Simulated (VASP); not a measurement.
# Mg2NCl: single point with PBE

Crystal: Mg2NCl.

```
Mg N Cl
1.0
     1.65967    0.95821    6.00756
    -1.65967    0.95821    6.00756
     0.00000   -1.91642    6.00756
Mg N Cl
2 1 1
Cartesian
  0.0000 0.0000 4.0152
  0.0000 0.0000 14.0075
  0.0000 0.0000 9.0113
  0.0000 0.0000 0.0000
```

```yaml
Program: VASP 6.6.1
Task: single point
Functional: PBE
Potentials_or_basis: VASP PAW PBE potentials, release 64 (Mg, N, Cl)
Cutoff: 520 eV
k_mesh: 8 × 8 × 8
Occupations: fermi-dirac, width 0.02 eV
Spin: no spin polarisation
```

```yaml
Pressure: -0.4 GPa
Largest_force: 0.053 eV/Å
Band_gap_on_the_k_mesh: 2.20 eV
```

Forces in eV/Å, atoms in the order of the input:
```
Mg   0.000  0.000 -0.053
Mg   0.000  0.000  0.053
N    0.000  0.000  0.000
Cl   0.000  0.000  0.000
```

Stress tensor (GPa, compression positive):
```
-0.30  0.00  0.00
 0.00 -0.30  0.00
 0.00  0.00 -0.46
```

Levels at points of the mesh, in eV from the valence-band top:
```tsv
k point	band 6	band 7	band 8	band 9	band 10	band 11
(0.00, 0.00, 0.00)	-1.03	0.00	0.00	2.20	5.36	8.33
(0.50, 0.00, 0.00)	-3.17	-1.46	-0.78	4.37	5.80	6.30
(0.50, 0.50, 0.00)	-3.00	-0.80	-0.72	3.20	3.98	5.48
(0.50, 0.50, 0.50)	-2.36	-0.02	-0.02	4.47	4.85	7.12
```

Run time: 2.4 min on 1 thread of Intel(R) Xeon(R) Platinum 8488C (Sapphire Rapids), with other jobs on the host, peak memory 0.34 GiB.

A k mesh can miss the band edges.
